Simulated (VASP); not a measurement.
# Ti (I4/mmm) in VASP: further runs

Runs on Ti. Level: PBEsol. Tasks: single point.

Program: VASP 6.6.1. These are calculated values, not measurements. Logs are shortened: lines on timing, memory, paths and dates and some standing lists are left out, and cuts for length are marked.

## (1) The cell of the first run

The structure is tetragonal, space group I4/mmm (No. 139). The conventional cell has a = 3.151 Å, b = 3.151 Å, c = 3.019 Å, α = 90.00°, β = 90.00°, γ = 90.00°. Within 3.5 Å of Ti (site symmetry 4/mmm) lie 14 Ti at 2.69 to 3.15 Å.

## (2) Single point, PBEsol (strain -0.040 along x and y, -0.080 along z)

INCAR reads:

```
SYSTEM = Ti
ALGO = Normal
EDIFF = 1E-6
ENCUT = 520
GGA = PS
ISIF = 2
ISMEAR = 0
LASPH = .True.
LCHARG = .False.
LREAL = .False.
LWAVE = .False.
NBANDS = 12
NELM = 80
PREC = Accurate
SIGMA = 0.15
```

KPOINTS reads:

```
k-points
0
Gamma
  20 20 20
  0 0 0
```

POSCAR reads:

```
Ti
1.0
   -1.5753600000      1.5753600000      1.5097200000
    1.5753600000     -1.5753600000      1.5097200000
    1.5753600000      1.5753600000     -1.5097200000
Ti
1
Direct
    0.0000000000      0.0000000000      0.0000000000
```

Potentials or basis: VASP PAW PBE potentials, release 64 (Ti_sv).

Command:

```sh
> cat potpaw_PBE.64/Ti_sv/POTCAR > POTCAR
> mpirun -np 1 vasp_std > vasp.out
```

OUTCAR:

```text
SYSTEM = Ti
   EDIFF = 1E-6
   ENCUT = 520
   GGA = PS
   ISIF = 2
   ISMEAR = 0
   LASPH = .True.
   LREAL = .False.
   NELM = 80
   PREC = Accurate

 ion  position               nearest neighbor table
   1  0.000  0.000  0.000-

  LATTYP: Found a body centered tetragonal cell.
 ALAT       =     3.1507200000
 C/A-ratio  =     0.9583333333

  Lattice vectors:

 A1 = (  -1.5753600000,   1.5753600000,   1.5097200000)
 A2 = (   1.5753600000,  -1.5753600000,   1.5097200000)
 A3 = (   1.5753600000,   1.5753600000,  -1.5097200000)

Analysis of symmetry for initial positions (statically):
=====================================================================
 Subroutine PRICEL returns:
 Original cell was already a primitive cell.

 Routine SETGRP: Setting up the symmetry group for a
 body centered tetragonal supercell.

 Subroutine GETGRP returns: Found 16 space group operations
 (whereof 16 operations were pure point group operations)
 out of a pool of 16 trial point group operations.

The static configuration has the point symmetry D_4h.

Analysis of symmetry for dynamics (positions and initial velocities):
=====================================================================
 Subroutine PRICEL returns:
 Original cell was already a primitive cell.

 Routine SETGRP: Setting up the symmetry group for a
 body centered tetragonal supercell.

 Subroutine GETGRP returns: Found 16 space group operations
 (whereof 16 operations were pure point group operations)
 out of a pool of 16 trial point group operations.

The dynamic configuration has the point symmetry D_4h.

 Subroutine INISYM returns: Found 16 space group operations
 (whereof 16 operations are pure point group operations),
 and found     1 'primitive' translations

----------------------------------------------------------------------------------------

                                     Primitive cell

  volume of cell :      14.9870

  direct lattice vectors                    reciprocal lattice vectors
    -1.575360000  1.575360000  1.509720000     0.000000000  0.317387772  0.331187240
     1.575360000 -1.575360000  1.509720000     0.317387772  0.000000000  0.331187240
     1.575360000  1.575360000 -1.509720000     0.317387772  0.317387772  0.000000000

  length of vectors
     2.691240000  2.691240000  2.691240000     0.458715582  0.458715582  0.448854091

  position of ions in fractional coordinates (direct lattice)
     0.000000000  0.000000000  0.000000000

  ion indices of the primitive-cell ions
   primitive index   ion index
                 1           1

----------------------------------------------------------------------------------------

 KPOINTS: k-points

Automatic generation of k-mesh.
 Grid dimensions read from file:
 generate k-points for:   20   20   20

 Generating k-lattice:

  Cartesian coordinates                     Fractional coordinates (reciprocal lattice)
     0.000000000  0.015869389  0.016559362     0.050000000  0.000000000  0.000000000
     0.015869389  0.000000000  0.016559362     0.000000000  0.050000000  0.000000000
     0.015869389  0.015869389  0.000000000     0.000000000  0.000000000  0.050000000

  Length of vectors
     0.022935779  0.022935779  0.022442705

  Shift w.r.t. Gamma in fractional coordinates (k-lattice)
     0.000000000  0.000000000  0.000000000

 Subroutine IBZKPT returns following result:
 ===========================================

 Found    641 irreducible k-points:

 Following reciprocal coordinates:
            Coordinates               Weight
  0.000000  0.000000  0.000000      1.000000
  0.050000  0.000000  0.000000      8.000000
  0.100000  0.000000 -0.000000      8.000000
  0.150000  0.000000 -0.000000      8.000000
  0.200000  0.000000 -0.000000      8.000000
  0.250000 -0.000000  0.000000      8.000000
[... 16 lines left out ...]
 -0.400000  0.050000  0.000000     16.000000
 -0.350000  0.050000 -0.000000     16.000000
 [... further k-points ...]
   k-points           NKPTS =    641   k-points in BZ     NKDIM =    641   number of bands    NBANDS=     12
   number of dos      NEDOS =    301   number of ions     NIONS =      1
   total plane-waves  NPLWV =   8000
   dimension x,y,z NGX =    20 NGY =   20 NGZ =   20
   dimension x,y,z NGXF=    40 NGYF=   40 NGZF=   40
   ions per type =               1
   NGX,Y,Z   is equivalent  to a cutoff of  12.35, 12.35, 12.35 a.u.
   NGXF,Y,Z  is equivalent  to a cutoff of  24.71, 24.71, 24.71 a.u.
 SYSTEM =  Ti
   PREC   = accura    normal or accurate (medium, high low for compatibility)
   ISTART =      0    job   : 0-new  1-cont  2-samecut
   ICHARG =      2    charge: 1-file 2-atom 10-const
   ISPIN  =      1    spin polarized calculation?
   LNONCOLLINEAR =      F non collinear calculations
   LSORBIT =      F    spin-orbit coupling
   LASPH  =      T    aspherical Exc in radial PAW
   ENCUT  =  520.0 eV  38.22 Ry    6.18 a.u.   5.00  5.00  5.00*2*pi/ulx,y,z
   NELM   =     80;   NELMIN=  2; NELMDL= -5     # of ELM steps
   EDIFF  = 0.1E-05   stopping-criterion for ELM
   LREAL  =      F    real-space projection
   EDIFFG = 0.1E-04   stopping-criterion for IOM
   NSW    =      0    number of steps for IOM
   IBRION =     -1    ionic relax: 0-MD 1-quasi-New 2-CG
   NFREE  =      0    steps in history (QN), initial steepest desc. (CG)
   ISIF   =      2    stress and relaxation
   ISYM   =      2    0-nonsym 1-usesym 2-fastsym
   POTIM  = 0.5000    time-step for ionic-motion
   TEBEG  =    0.0;   TEEND  =   0.0 temperature during run
   PSTRESS=    0.0 pullay stress
   NELECT =      12.0000    total number of electrons
   NUPDOWN=      -1.0000    fix difference up-down
   EMIN   =  10.00;   EMAX   =-10.00  energy-range for DOS
   EFERMI =   0.00;   METHOD = LEGACY
   ISMEAR =     0;   SIGMA  =   0.15  broadening in eV -4-tet -1-fermi 0-gaus
   EFERMI_NEDOS =   21; number of points for ismear=-14 and -15
   IALGO  =     38    algorithm
   IMIX   =      4    mixing-type and parameters
     AMIX     =   0.40;   BMIX     =  1.00
     AMIX_MAG =   1.60;   BMIX_MAG =  1.00
  volume/ion in A,a.u.               =      14.99       101.14
  Fermi-wavevector in a.u.,A,eV,Ry     =   1.520185  2.872734 31.442571  2.310964
  Thomas-Fermi vector in A             =   2.629070
   LORBIT       =      0    0 simple, 1 ext, 2 COOP (PROOUT), +10 PAW based schemes
   GGA     = PS    functional components
   LHFCALC =     F    Hartree Fock is set to
   AEXX    =    0.0000 exact exchange contribution
   IVDW    =     0    specifies the selected vdW correction
   LEPSILON=     F    determine dielectric tensor
   LRPA    =     F    only Hartree local field effects (RPA)
 non-spin polarized calculation
 Gauss-broadening in eV      SIGMA  =   0.15
  energy-cutoff  :      520.00
  volume of cell :       14.99
 maximum number of plane-waves:       418
   NGX =  9   NGY =  9   NGZ =  9

 number of electron      12.0000000 magnetization

 Free energy of the ion-electron system (eV)
  ---------------------------------------------------
  ext. energy  EPLUGINS =         0.00000000
  ---------------------------------------------------
  free energy    TOTEN  =        -8.19217263 eV

  energy without entropy =       -8.17154482  energy(sigma->0) =       -8.18185872

 E-fermi :   9.5796     XC(G=0): -12.3537

 val. band max:        9.5764310743   @ k =  -0.4000   0.4500   0.1000
 cond. band min:       9.5809604707   @ k =   0.2000   0.0500   0.0500
 fundamental gap:      0.0045293964
 Fermi energy:         9.5795738576

 k-point     1 :       0.0000    0.0000    0.0000
  band No.  band energies     occupation
      1     -46.4601      2.00000
      2     -22.1875      2.00000
      3     -22.1875      2.00000
      4     -22.1857      2.00000
      5       3.3411      2.00000
      6      10.4364      0.00000
      7      10.8137      0.00000
      8      10.8137      0.00000
      9      12.5565      0.00000
     10      13.0071      0.00000
     11      27.7869      0.00000
     12      27.7869      0.00000

 k-point     2 :       0.0500    0.0000    0.0000
  band No.  band energies     occupation
      1     -46.4542      2.00000
      2     -22.2148      2.00000
      3     -22.1961      2.00000
      4     -22.1873      2.00000
      5       3.4421      2.00000
      6      10.4435      0.00000
      7      10.7970      0.00000
      8      10.8311      0.00000
      9      12.5499      0.00000
     10      12.9596      0.00000
     11      27.7874      0.00000
     12      27.9040      0.00000

 k-point     3 :       0.1000    0.0000   -0.0000
  band No.  band energies     occupation
      1     -46.4371      2.00000
      2     -22.2960      2.00000
      3     -22.2209      2.00000
      4     -22.1893      2.00000
      5       3.7379      2.00000
      6      10.3747      0.00000
      7      10.7307      0.00000
      8      10.9786      0.00000
      9      12.5257      0.00000
     10      12.8621      0.00000
     11      27.7062      0.00000
     12      28.2388      0.00000
[... 286 lines left out ...]
 k-point    23 :      -0.4000    0.0500    0.0000
  band No.  band energies     occupation
      1     -46.2506      2.00000
      2     -23.1133      2.00000
      3     -22.4855      2.00000
      4     -22.2189      2.00000
      5       6.6509      2.00000
      6       9.0847      2.00000
      7      10.3237      0.00000
      8      12.8274      0.00000
      9      13.1809      0.00000
     10      14.0441      0.00000
     11      22.0231      0.00000
     12      24.6571      0.00000

 k-point    24 :      -0.3500    0.0500   -0.0000
  band No.  band energies     occupation
      1     -46.2817      2.00000
      2     -22.9841      2.00000
      3     -22.4413      2.00000
      4     -22.2147      2.00000
      5       6.3499      2.00000
      6       9.2825      1.99490
      7      10.0136      0.00004
      8      12.7122      0.00000
      9      13.0482      0.00000
     10      13.4400      0.00000
     11      23.3291      0.00000
     12      25.3255      0.00000

 [... further k-points ...]

------------------------ aborting loop because EDIFF is reached ----------------------------------------

  FORCE on cell =-STRESS in cart. coord.  units (eV):
  Direction    XX          YY          ZZ          XY          YZ          ZX
  --------------------------------------------------------------------------------------
  -------------------------------------------------------------------------------------
  Total        1.2179431      1.2179431      1.1300328      0.0000000      0.0000000      0.0000000
  in kB      130.2031654    130.2031654    120.8051948      0.0000000      0.0000000      0.0000000
  external PRESSURE =     127.0705086 kB  Pullay stress =       0.0000000 kB

 VOLUME and BASIS-vectors are now :
 -----------------------------------------------------------------------------
  energy-cutoff  :      520.00
  volume of cell :       14.99
      direct lattice vectors                 reciprocal lattice vectors
    -1.575360000  1.575360000  1.509720000     0.000000000  0.317387772  0.331187240
     1.575360000 -1.575360000  1.509720000     0.317387772  0.000000000  0.331187240
     1.575360000  1.575360000 -1.509720000     0.317387772  0.317387772  0.000000000

 POSITION                                       TOTAL-FORCE (eV/Angst)
 -----------------------------------------------------------------------------------
      0.00000      0.00000      0.00000         0.000000      0.000000      0.000000
 -----------------------------------------------------------------------------------
    total drift:                                0.000000      0.000000      0.000000

  FREE ENERGIE OF THE ION-ELECTRON SYSTEM (eV)
  ---------------------------------------------------
  free  energy   TOTEN  =        -8.1921726285 eV

  energy  without entropy=       -8.1715448210  energy(sigma->0) =       -8.18185872
```

It took 1.8 min on 1 thread of Intel Xeon 8259CL, shared host; peak memory 0.22 GiB.

Results:

```yaml
Free_energy: -8.1922 eV
Pressure: 12.7 GPa
Band_gap_on_the_k_mesh: zero (bands 6 and 7 overlap by 1.75 eV)
```

Stress tensor (GPa, compression positive):
```
13.02  0.00  0.00
 0.00 13.02  0.00
 0.00  0.00 12.08
```

Caveat: the cell differs from its parent crystal (strain -0.040 along x and y, -0.080 along z); the cell stands under pressure; the PAW data sets were made with another functional, which shifts forces and pressure a little.

## (3) Single point, PBEsol (strain -0.040 along x and y, +0.000 along z)

INCAR reads:

```
SYSTEM = Ti
PREC     = Accurate       ! precision mode
ENCUT    = 520            ! plane-wave cutoff, eV
EDIFF    = 1E-6           ! SCF threshold, eV
ISMEAR   = 0              ! smearing method
SIGMA    = 0.15           ! smearing width, eV
LREAL    = .FALSE.        ! projectors in reciprocal space
LASPH    = .TRUE.         ! aspherical terms in the spheres
NELM     = 60             ! most SCF steps
ALGO     = Fast           ! electronic algorithm
ISIF     = 2              ! what is computed and relaxed
LWAVE    = .FALSE.        ! write WAVECAR
LCHARG   = .FALSE.        ! write CHGCAR
GGA      = PS             ! functional
NBANDS   = 12             ! bands
```

KPOINTS reads:

```
regular mesh
0
G
  20 20 20
  0 0 0
```

POSCAR reads:

```
Ti
1.0
   -1.5753600000      1.5753600000      1.6410000000
    1.5753600000     -1.5753600000      1.6410000000
    1.5753600000      1.5753600000     -1.6410000000
Ti
1
Direct
    0.0000000000      0.0000000000      0.0000000000
```

Potentials or basis: VASP PAW PBE potentials, release 64 (Ti_sv).

Command:

```sh
> cat potpaw_PBE.64/Ti_sv/POTCAR > POTCAR
> mpirun -np 1 vasp_std > vasp.out
```

OUTCAR:

```text
SYSTEM = Ti
   PREC = Accurate
   ENCUT = 520
   EDIFF = 1E-6
   ISMEAR = 0
   LREAL = .FALSE.
   LASPH = .TRUE.
   NELM = 60
   ISIF = 2
   GGA = PS

 ion  position               nearest neighbor table
   1  0.000  0.000  0.000-

  LATTYP: Found a body centered tetragonal cell.
 ALAT       =     3.1507200000
 C/A-ratio  =     1.0416666667

  Lattice vectors:

 A1 = (  -1.5753600000,   1.5753600000,   1.6410000000)
 A2 = (   1.5753600000,  -1.5753600000,   1.6410000000)
 A3 = (   1.5753600000,   1.5753600000,  -1.6410000000)

Analysis of symmetry for initial positions (statically):
=====================================================================
 Subroutine PRICEL returns:
 Original cell was already a primitive cell.

 Routine SETGRP: Setting up the symmetry group for a
 body centered tetragonal supercell.

 Subroutine GETGRP returns: Found 16 space group operations
 (whereof 16 operations were pure point group operations)
 out of a pool of 16 trial point group operations.

The static configuration has the point symmetry D_4h.

Analysis of symmetry for dynamics (positions and initial velocities):
[... 172 lines left out ...]
      5       2.5510      2.00000
      6       9.5816      0.00000
      7       9.5816      0.00000
      8       9.8871      0.00000
      9      11.3992      0.00000
     10      11.7573      0.00000
     11      26.0391      0.00000
     12      26.7743      0.00000
[... 331 lines left out ...]
 k-point    24 :      -0.3500    0.0500   -0.0000
  band No.  band energies     occupation
      1     -47.4138      2.00000
      2     -24.0269      2.00000
      3     -23.5925      2.00000
      4     -23.4166      2.00000
      5       5.4438      2.00000
      6       8.6385      1.01451
      7       8.9041      0.01291
      8      11.2372      0.00000
      9      11.8870      0.00000
     10      12.1387      0.00000
     11      20.9775      0.00000
     12      23.8626      0.00000

 [... further k-points ...]

------------------------ aborting loop because EDIFF is reached ----------------------------------------

  FORCE on cell =-STRESS in cart. coord.  units (eV):
  Direction    XX          YY          ZZ          XY          YZ          ZX
  --------------------------------------------------------------------------------------
  -------------------------------------------------------------------------------------
  Total        0.1365982      0.1365982      0.2048285      0.0000000      0.0000000     -0.0000000
  in kB       13.4346836     13.4346836     20.1452586      0.0000000      0.0000000     -0.0000000
  external PRESSURE =      15.6715419 kB  Pullay stress =       0.0000000 kB

 VOLUME and BASIS-vectors are now :
 -----------------------------------------------------------------------------
  energy-cutoff  :      520.00
  volume of cell :       16.29
      direct lattice vectors                 reciprocal lattice vectors
    -1.575360000  1.575360000  1.641000000     0.000000000  0.317387772  0.304692261
     1.575360000 -1.575360000  1.641000000     0.317387772  0.000000000  0.304692261
     1.575360000  1.575360000 -1.641000000     0.317387772  0.317387772  0.000000000

 POSITION                                       TOTAL-FORCE (eV/Angst)
 -----------------------------------------------------------------------------------
      0.00000      0.00000      0.00000         0.000000     -0.000000     -0.000000
 -----------------------------------------------------------------------------------
    total drift:                                0.000000      0.000000     -0.000000

  FREE ENERGIE OF THE ION-ELECTRON SYSTEM (eV)
  ---------------------------------------------------
  free  energy   TOTEN  =        -8.2475376892 eV

  energy  without entropy=       -8.2237123577  energy(sigma->0) =       -8.23562502
```

Wall time 5.8 min (1 thread of Intel Xeon 8259CL, shared host); peak memory 0.24 GiB.

What came out:

```
Free energy            : -8.2475 eV
Pressure               : 1.6 GPa
Band gap on the k mesh : zero (bands 6 and 7 overlap by 1.68 eV)
```

Stress tensor (GPa, compression positive):
```
1.34 0.00 0.00
0.00 1.34 0.00
0.00 0.00 2.01
```

Caveat: the cell differs from its parent crystal (strain -0.040 along x and y, +0.000 along z); the PAW data sets were made with another functional, which shifts forces and pressure a little.

## (4) Single point, PBEsol (strain +0.000 along x and y, -0.040 along z)

INCAR reads:

```
SYSTEM = Ti
PREC = Accurate
ENCUT = 520
EDIFF = 1E-7
ISMEAR = 0
SIGMA = 0.15
LREAL = .FALSE.
LASPH = .TRUE.
NELM = 80
ALGO = Normal
ISIF = 2
LWAVE = .FALSE.
LCHARG = .TRUE.
GGA = PS
LELF = .TRUE.
LVHAR = .TRUE.
NBANDS = 12
```

KPOINTS reads:

```
Automatic mesh
0
G
  20 20 20
  0 0 0
```

POSCAR reads:

```
Ti
1.0
   -1.6410000000      1.6410000000      1.5753600000
    1.6410000000     -1.6410000000      1.5753600000
    1.6410000000      1.6410000000     -1.5753600000
Ti
1
Direct
    0.0000000000      0.0000000000      0.0000000000
```

Command:

```sh
> cat potpaw_PBE.64/Ti_sv/POTCAR > POTCAR
> mpirun -np 1 vasp_std > vasp.out
```

It took 3 min on 1 thread of Intel Xeon 8259CL, shared host; peak memory 0.25 GiB.

Results (log left out):

* Free energy: -8.2451 eV
* Pressure: -2.9 GPa
* Band gap on the k mesh: zero (bands 6 and 7 overlap by 1.64 eV)

Stress tensor (GPa, compression positive):
```
-2.52  0.00  0.00
 0.00 -2.52  0.00
 0.00  0.00 -3.72
```

Levels at points of the mesh, in eV from the Fermi level:
```csv
k point,band 3,band 4,band 5,band 6,band 7,band 8,band 9,band 10
"(0.00, 0.00, 0.00)",-32.18,-32.18,-6.01,0.80,1.11,1.11,2.63,2.99
"(0.50, 0.00, 0.00)",-32.42,-32.20,-2.52,-0.55,1.32,2.85,3.30,4.42
"(0.50, 0.50, 0.00)",-32.40,-32.17,-2.52,-0.18,1.03,2.57,3.07,4.38
"(0.50, 0.50, 0.50)",-32.70,-32.64,-2.24,-2.13,4.02,4.02,4.10,8.15
```

Caveat: the cell differs from its parent crystal (strain +0.000 along x and y, -0.040 along z); the PAW data sets were made with another functional, which shifts forces and pressure a little.

## (5) The runs side by side

| cell | gap on the mesh (eV) | pressure (GPa) |
| --- | --- | --- |
| a = 2.691 Å, angles 108.3, 108.3, 111.8°, 1 atom | none | 12.7 |
| a = 2.767 Å, angles 110.6, 110.6, 107.3°, 1 atom | none | 1.6 |
| a = 2.805 Å, angles 108.4, 108.4, 111.7°, 1 atom | none | -2.9 |

Alike in all rows: task single point; level PBEsol; potentials or basis VASP PAW PBE potentials, release 64 (Ti_sv); no spin polarisation; k mesh 20 × 20 × 20; cutoff (eV) 520; smearing gaussian 0.15 eV.

Caveats: the PAW data sets were made with another functional, which shifts forces and pressure a little; the cell stands under pressure (at least some runs).

Absolute energies hang on the potentials; compare differences alone.
